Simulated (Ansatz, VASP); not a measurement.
**One calculation of KBr, two programs**

```xyz
2
Lattice="0.0000 3.2925 3.2925 3.2925 0.0000 3.2925 3.2925 3.2925 0.0000" Properties=species:S:1:pos:R:3 pbc="T T T"
K     0.0000    0.0000    0.0000
Br    3.2925    3.2925    3.2925
```

Alike in both runs: task single point; functional PBE; k mesh 7 × 7 × 7; occupations fermi-dirac, width 0.01 eV; non-collinear spin, spin-orbit coupling.

|  | VASP | Ansatz |
| --- | --- | --- |
| version | VASP 6.6.1 | Ansatz 0.2.0 |
| potentials or method | VASP PAW PBE potentials, release 64 (K_sv, Br), cutoff 520 eV | all-electron LAPW |

|  | VASP | Ansatz | Ansatz less VASP |
| --- | --- | --- | --- |
| pressure (GPa) | 0.9 | 0.8 | -0.04 |
| net moment per atom (μB) | 0.00 | 0.00 | 0.000 |

Ansatz ran all-electron here, and VASP with PAW potentials.
